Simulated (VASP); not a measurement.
# GaN (F-43m) in VASP: single point with r2SCAN

Aim: the single point of GaN with r2SCAN.

Everything below comes from runs of VASP 6.6.1. Logs are shortened: lines on timing, memory, paths and dates and some standing lists are left out, and cuts for length are marked.

**1. The cell of the first run**

It takes space group F-43m (No. 216, cubic). Conventional cell: a = 4.468 Å, b = 4.468 Å, c = 4.468 Å, α = 90.00°, β = 90.00°, γ = 90.00°. Within 2.6 Å of Ga (site symmetry -43m) lie 4 N at 1.93 Å. N (site symmetry -43m) has 4 Ga at 1.93 Å within 2.6 Å.

**2. Single point, r2SCAN**

POSCAR reads:

```
GaN
1.0
    2.2342277387      2.2342277387      0.0000000000
   -2.2342277387      2.2342277387      0.0000000000
    0.0000000000      2.2342277387      2.2342277387
Ga N
1 1
Direct
    0.0000000000      0.0000000000      0.0000000000
    0.2500000000      0.7500000000      0.5000000000
```

INCAR.step1 reads:

```
SYSTEM = GaN
ALGO     = Normal         ! electronic algorithm
EDIFF    = 1E-5           ! SCF threshold, eV
ENCUT    = 1460           ! plane-wave cutoff, eV
GGA      = PE             ! functional
GGA_COMPAT= .False.      
ISMEAR   = 0              ! smearing method
LASPH    = .True.         ! aspherical terms in the spheres
LCHARG   = .False.        ! write CHGCAR
LREAL    = .False.        ! projectors in reciprocal space
LWAVE    = .True.         ! write WAVECAR
NBANDS   = 16             ! bands
NELM     = 120            ! most SCF steps
PREC     = Accurate       ! precision mode
SIGMA    = 0.01           ! smearing width, eV
```

INCAR.step2 reads:

```
SYSTEM = GaN
ALGO     = Normal         ! electronic algorithm
EDIFF    = 1E-6           ! SCF threshold, eV
ENCUT    = 1460           ! plane-wave cutoff, eV
GGA_COMPAT= .False.      
ISIF     = 2              ! what is computed and relaxed
ISMEAR   = 0              ! smearing method
ISTART   = 1            
LASPH    = .True.         ! aspherical terms in the spheres
LCHARG   = .True.         ! write CHGCAR
LELF     = .True.         ! ELF
LMIXTAU  = .True.       
LREAL    = .False.        ! projectors in reciprocal space
LVHAR    = .True.       
LWAVE    = .False.        ! write WAVECAR
METAGGA  = R2SCAN         ! meta-GGA
NBANDS   = 16             ! bands
NELM     = 120            ! most SCF steps
PREC     = Accurate       ! precision mode
SIGMA    = 0.01           ! smearing width, eV
```

KPOINTS reads:

```
k-points
0
Gamma
  10 10 10
  0 0 0
```

Potentials or basis: VASP PAW PBE potentials, release 64 (Ga_d, N_h).

The run is started by

```bash
cat potpaw_PBE.64/Ga_d/POTCAR potpaw_PBE.64/N_h/POTCAR > POTCAR
cp INCAR.step1 INCAR
mpirun -np 1 vasp_std > vasp.out
cp INCAR.step2 INCAR
mpirun -np 1 vasp_std > vasp.out
```

OUTCAR:

```text
SYSTEM = GaN
   EDIFF = 1E-6
   ENCUT = 1460
   ISIF = 2
   ISMEAR = 0
   ISTART = 1
   LASPH = .True.
   LREAL = .False.
   METAGGA = R2SCAN
   NELM = 120
   PREC = Accurate

 ion  position               nearest neighbor table
   1  0.000  0.000  0.000-   2 1.93   2 1.93   2 1.93   2 1.93
   2  0.250  0.750  0.500-   1 1.93   1 1.93   1 1.93   1 1.93

  LATTYP: Found a face centered cubic cell.
 ALAT       =     4.4684554774

  Lattice vectors:

 A1 = (   0.0000000000,   2.2342277387,   2.2342277387)
 A2 = (   2.2342277387,   0.0000000000,   2.2342277387)
 A3 = (   2.2342277387,   2.2342277387,   0.0000000000)

Analysis of symmetry for initial positions (statically):
=====================================================================
 Subroutine PRICEL returns:
 Original cell was already a primitive cell.

 Routine SETGRP: Setting up the symmetry group for a
 face centered cubic supercell.

 Subroutine GETGRP returns: Found 24 space group operations
 (whereof 24 operations were pure point group operations)
 out of a pool of 48 trial point group operations.

The static configuration has the point symmetry T_d .

Analysis of symmetry for dynamics (positions and initial velocities):
=====================================================================
 Subroutine PRICEL returns:
 Original cell was already a primitive cell.

 Routine SETGRP: Setting up the symmetry group for a
 face centered cubic supercell.

 Subroutine GETGRP returns: Found 24 space group operations
 (whereof 24 operations were pure point group operations)
 out of a pool of 48 trial point group operations.

The dynamic configuration has the point symmetry T_d .

 Subroutine INISYM returns: Found 24 space group operations
 (whereof 24 operations are pure point group operations),
 and found     1 'primitive' translations

----------------------------------------------------------------------------------------

                                     Primitive cell

  volume of cell :      22.3055

  direct lattice vectors                    reciprocal lattice vectors
     2.234227739  2.234227739  0.000000000     0.223790973  0.223790973 -0.223790973
    -2.234227739  2.234227739  0.000000000    -0.223790973  0.223790973 -0.223790973
     0.000000000  2.234227739  2.234227739     0.000000000  0.000000000  0.447581946

  length of vectors
     3.159675169  3.159675169  3.159675169     0.387617336  0.387617336  0.447581946
[... 80 lines left out ...]
   NELM   =    120;   NELMIN=  2; NELMDL=  0     # of ELM steps
   EDIFF  = 0.1E-05   stopping-criterion for ELM
   LREAL  =      F    real-space projection
   EDIFFG = 0.1E-04   stopping-criterion for IOM
   NSW    =      0    number of steps for IOM
   IBRION =     -1    ionic relax: 0-MD 1-quasi-New 2-CG
   NFREE  =      0    steps in history (QN), initial steepest desc. (CG)
   ISIF   =      2    stress and relaxation
   ISYM   =      2    0-nonsym 1-usesym 2-fastsym
   POTIM  = 0.5000    time-step for ionic-motion
   TEBEG  =    0.0;   TEEND  =   0.0 temperature during run
   PSTRESS=    0.0 pullay stress
   NELECT =      18.0000    total number of electrons
   NUPDOWN=      -1.0000    fix difference up-down
   EMIN   =  10.00;   EMAX   =-10.00  energy-range for DOS
   EFERMI =   0.00;   METHOD = LEGACY
   ISMEAR =     0;   SIGMA  =   0.01  broadening in eV -4-tet -1-fermi 0-gaus
   EFERMI_NEDOS =   21; number of points for ismear=-14 and -15
   IALGO  =     38    algorithm
   IMIX   =      4    mixing-type and parameters
     AMIX     =   0.40;   BMIX     =  1.00
     AMIX_MAG =   1.60;   BMIX_MAG =  1.00
  volume/ion in A,a.u.               =      11.15        75.26
  Fermi-wavevector in a.u.,A,eV,Ry     =   1.524152  2.880229 31.606861  2.323039
  Thomas-Fermi vector in A             =   2.632498
   LORBIT       =      0    0 simple, 1 ext, 2 COOP (PROOUT), +10 PAW based schemes
   METAGGA = R2SCAN    functional components
   LHFCALC =     F    Hartree Fock is set to
   AEXX    =    0.0000 exact exchange contribution
   IVDW    =     0    specifies the selected vdW correction
   LEPSILON=     F    determine dielectric tensor
   LRPA    =     F    only Hartree local field effects (RPA)
 non-spin polarized calculation
 Gauss-broadening in eV      SIGMA  =   0.01
  energy-cutoff  :     1460.00
  volume of cell :       22.31
 maximum number of plane-waves:      2842
   NGX = 19   NGY = 19   NGZ = 19

 number of electron      18.0000000 magnetization

 Free energy of the ion-electron system (eV)
  ---------------------------------------------------
  ext. energy  EPLUGINS =         0.00000000
  ---------------------------------------------------
  free energy    TOTEN  =       -21.89150980 eV

  energy without entropy =      -21.89150980  energy(sigma->0) =      -21.89150980

 E-fermi :   5.7348     XC(G=0): -12.7795

 val. band max:        5.6035704761   @ k =   0.0000   0.0000   0.0000
 cond. band min:       7.8927969743   @ k =   0.0000   0.0000   0.0000
 fundamental gap:      2.2892264982
 Fermi energy:         5.7347694125

 k-point     1 :       0.0000    0.0000    0.0000
  band No.  band energies     occupation
      1     -11.3541      2.00000
      2      -8.2499      2.00000
      3      -8.2499      2.00000
      4      -8.2499      2.00000
      5      -7.8702      2.00000
      6      -7.8702      2.00000
[... 433 lines left out ...]
      3      -7.9940      2.00000
      4      -7.9331      2.00000
      5      -7.8355      2.00000
      6      -6.2589      2.00000
[... 8 lines left out ...]
     15      26.5787      0.00000
     16      29.7795      0.00000

 [... further k-points ...]

------------------------ aborting loop because EDIFF is reached ----------------------------------------

  FORCE on cell =-STRESS in cart. coord.  units (eV):
  Direction    XX          YY          ZZ          XY          YZ          ZX
  --------------------------------------------------------------------------------------
  -------------------------------------------------------------------------------------
  Total        0.7058705      0.7058705      0.7058705      0.0000000      0.0000000      0.0000000
  in kB       50.7017914     50.7017914     50.7017914      0.0000000      0.0000000      0.0000000
  external PRESSURE =      50.7017914 kB  Pullay stress =       0.0000000 kB

 VOLUME and BASIS-vectors are now :
 -----------------------------------------------------------------------------
  energy-cutoff  :     1460.00
  volume of cell :       22.31
      direct lattice vectors                 reciprocal lattice vectors
     2.234227739  2.234227739  0.000000000     0.223790973  0.223790973 -0.223790973
    -2.234227739  2.234227739  0.000000000    -0.223790973  0.223790973 -0.223790973
     0.000000000  2.234227739  2.234227739     0.000000000  0.000000000  0.447581946

 POSITION                                       TOTAL-FORCE (eV/Angst)
 -----------------------------------------------------------------------------------
      0.00000      0.00000      0.00000        -0.000000      0.000000      0.000000
     -1.11711      3.35134      1.11711         0.000000     -0.000000      0.000000
 -----------------------------------------------------------------------------------
    total drift:                               -0.000000     -0.000000     -0.000000

  FREE ENERGIE OF THE ION-ELECTRON SYSTEM (eV)
  ---------------------------------------------------
  free  energy   TOTEN  =       -21.8915097967 eV

  energy  without entropy=      -21.8915097967  energy(sigma->0) =      -21.89150980
```

OUTCAR.step1:

```text
SYSTEM = GaN
   EDIFF = 1E-5
   ENCUT = 1460
   GGA = PE
   ISMEAR = 0
   LASPH = .True.
   LREAL = .False.
[... 676 lines left out ...]
      0.00000      0.00000      0.00000         0.000000      0.000000      0.000000
     -1.11711      3.35134      1.11711        -0.000000     -0.000000     -0.000000
 -----------------------------------------------------------------------------------
    total drift:                                0.000000     -0.000000      0.000000

  FREE ENERGIE OF THE ION-ELECTRON SYSTEM (eV)
  ---------------------------------------------------
  free  energy   TOTEN  =       -12.1245752906 eV

  energy  without entropy=      -12.1245752906  energy(sigma->0) =      -12.12457529
```

OSZICAR.step1:

```text
N       E                     dE             d eps       ncg     rms          rms(c)
DAV:   1     0.136852979931E+03    0.13685E+03   -0.16012E+04  1656   0.373E+03
DAV:   2     0.577960804633E+00   -0.13628E+03   -0.12481E+03  1664   0.540E+02
DAV:   3    -0.138779004671E+02   -0.14456E+02   -0.14229E+02  1752   0.110E+02
DAV:   4    -0.141572286571E+02   -0.27933E+00   -0.27914E+00  1824   0.158E+01
DAV:   5    -0.141608755017E+02   -0.36468E-02   -0.36468E-02  1936   0.172E+00    0.777E+00
DAV:   6    -0.121266596912E+02    0.20342E+01   -0.49544E+00  2256   0.404E+01    0.205E+00
DAV:   7    -0.121309309573E+02   -0.42713E-02   -0.28192E-01  1624   0.608E+00    0.134E+00
DAV:   8    -0.121267484841E+02    0.41825E-02   -0.48580E-02  1792   0.319E+00    0.355E-01
DAV:   9    -0.121244010301E+02    0.23475E-02   -0.87933E-03  2240   0.237E+00    0.809E-02
DAV:  10    -0.121246038916E+02   -0.20286E-03   -0.89381E-04  1904   0.465E-01    0.375E-02
DAV:  11    -0.121245739803E+02    0.29911E-04   -0.15856E-04  2264   0.207E-01    0.787E-03
DAV:  12    -0.121245752906E+02   -0.13103E-05   -0.17276E-05  1616   0.600E-02
   1 F= -.12124575E+02 E0= -.12124575E+02  d E =-.735722-104
```

Run time: 3.8 min. Hardware: 1 thread of AMD EPYC 7R13 (Zen 3), shared host; peak memory 0.28 GiB.

What came out:

```yaml
Free_energy: -21.8915 eV
Pressure: 5.1 GPa
Band_gap_on_the_k_mesh: 2.29 eV
```

Levels at points of the mesh, in eV from the valence-band top:
```tsv
k point	band 5	band 6	band 7	band 8	band 9	band 10	band 11	band 12	band 13	band 14
(0.00, 0.00, 0.00)	-13.47	-13.47	0.00	0.00	0.00	2.29	11.18	11.18	11.18	18.92
(0.50, 0.00, 0.00)	-13.43	-12.34	-7.33	-1.03	-1.03	5.35	9.58	11.14	11.14	16.74
(0.50, 0.50, 0.00)	-13.39	-11.97	-6.33	-2.88	-2.88	3.78	7.40	12.78	15.23	15.23
```

Caveat: the cell stands under pressure; the PAW data sets were made with another functional, which shifts forces and pressure a little.
